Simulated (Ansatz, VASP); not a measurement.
## Mg: VASP beside Ansatz

Contents of INCAR:

```
SYSTEM = Mg
PREC = Accurate
ENCUT = 520
EDIFF = 1E-6
ISMEAR = 0
SIGMA = 0.1
LREAL = .False.
LASPH = .True.
NELM = 60
ALGO = Fast
ISIF = 2
LWAVE = .False.
LCHARG = .False.
GGA = PE
NBANDS = 7
```

File KPOINTS:

```
regular mesh
0
Gamma
  18 18 18
  0 0 0
```

The input POSCAR:

```
Mg
1.0
    0.0000000000      2.1045802055      2.1045802055
    2.1045802055      0.0000000000      2.1045802055
    2.1045802055      2.1045802055      0.0000000000
Mg
1
Direct
    0.0000000000      0.0000000000      0.0000000000
```

Input for Ansatz:

```yaml
crystal:
  lattice:
    - [0.0, 2.1045802055, 2.1045802055]
    - [2.1045802055, 0.0, 2.1045802055]
    - [2.1045802055, 2.1045802055, 0.0]
  atoms:
    - { symbol: Mg, position: [0.0, 0.0, 0.0] }
basis:
  ecutwfc: 420
kpoints:
  mp_grid: { grid: [18, 18, 18] }
hamiltonian:
  xc: pbe
scf:
  occupations: { method: gaussian, width: 0.1 }
output:
  forces: true
  stress: true
  eigenvalues: true
```

Alike in both runs: task single point; functional PBE; k mesh 18 × 18 × 18; occupations gaussian, width 0.1 eV; no spin polarisation.

|  | VASP | Ansatz |
| --- | --- | --- |
| version | VASP 6.6.1 | Ansatz 0.2.0 |
| potentials or method | VASP PAW PBE potentials, release 64 (Mg), cutoff 520 eV | scalar-relativistic, plane waves, PAW |
| valence electrons in the cell | 2 | 10 |

```csv
,VASP,Ansatz,Ansatz less VASP
gap on the k mesh at the Fermi level (eV),none,none,-
pressure (GPa),11.5,11.6,+0.07
```

A gap of «none» marks a metal or a gap that the smearing closes. The functional is the same, so the differences come from potentials, cutoffs and numerics. VASP's potentials hold 2 valence electrons a cell and Ansatz's 10, so a difference there can come from the potentials and not from the codes.
